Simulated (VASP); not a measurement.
Input of a VASP 6.6.1 run:

Contents of INCAR:

```
PREC = Accurate
ENCUT = 520
EDIFF = 1E-6
ISMEAR = 0
SIGMA = 0.05
LREAL = F
LASPH = T
NELM = 100
ALGO = Normal
ISIF = 2
LWAVE = F
LCHARG = F
GGA = CA
NBANDS = 15
```

File KPOINTS:

```
Automatic mesh
0
Gamma
  8 8 8
```

The input POSCAR:

```
CaO
1.0
    0.0000000000      2.3536411517      2.3536411517
    2.3536411517      0.0000000000      2.3536411517
    2.3536411517      2.3536411517      0.0000000000
Ca O
1 1
Direct
    0.5000000000      0.5000000000      0.5000000000
    0.0000000000      0.0000000000      0.0000000000
```

Potentials or basis: VASP PAW LDA potentials, release 64 (Ca_sv, O).

Command:

```console
$ cat potpaw_LDA.64/Ca_sv/POTCAR potpaw_LDA.64/O/POTCAR > POTCAR
$ mpirun -np 1 vasp_std > vasp.out
```

Q: Predict the band gap on the k mesh.

A: 3.42 eV, indirect (least direct gap 3.78 eV).

Q: Estimate the pressure.

A: 1.1 GPa.

A k mesh can miss the band edges. Expect the measured gap to be larger: semilocal functionals such as LDA lack the derivative discontinuity.
